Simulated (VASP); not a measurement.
Input of a VASP 6.6.1 run:

INCAR

```
SYSTEM = KI
PREC     = Accurate       ! precision mode
ENCUT    = 500            ! plane-wave cutoff, eV
EDIFF    = 1E-6           ! SCF threshold, eV
ISMEAR   = 0              ! smearing method
SIGMA    = 0.01           ! smearing width, eV
LREAL    = .FALSE.        ! projectors in reciprocal space
LASPH    = .TRUE.         ! aspherical terms in the spheres
NELM     = 120            ! most SCF steps
ALGO     = Normal         ! electronic algorithm
ISIF     = 2              ! what is computed and relaxed
LWAVE    = .FALSE.        ! write WAVECAR
LCHARG   = .FALSE.        ! write CHGCAR
GGA      = CA             ! functional
NBANDS   = 15             ! bands
GGA_COMPAT= .FALSE.
```

KPOINTS

```
regular mesh
0
G
  2 2 2
  0 0 0
```

File POSCAR:

```
KI
1.0
    4.2910851346      0.0000000000      0.0000000000
    0.0000000000      4.2910851346      0.0000000000
    0.0000000000      0.0000000000      4.2910851346
K I
1 1
Direct
    0.0000000000      0.0000000000      0.0000000000
    0.5000000000      0.5000000000      0.5000000000
```

Potentials or basis: VASP PAW LDA potentials, release 64 (K_sv, I).

The run is started by

```console
$ cat potpaw_LDA.64/K_sv/POTCAR potpaw_LDA.64/I/POTCAR > POTCAR
$ mpirun -np 1 vasp_std > vasp.out
```

**Question.** Estimate the pressure.

**Answer.** 0.2 GPa.

**Question.** Predict the band gap on the k mesh.

**Answer.** 2.85 eV, indirect (least direct gap 3.23 eV).

Caveat: the k points lie up to 0.73 Å⁻¹ apart; spin-orbit coupling is left out, which moves the levels of the heavy elements. Expect the measured gap to be larger: semilocal functionals such as LDA lack the derivative discontinuity.
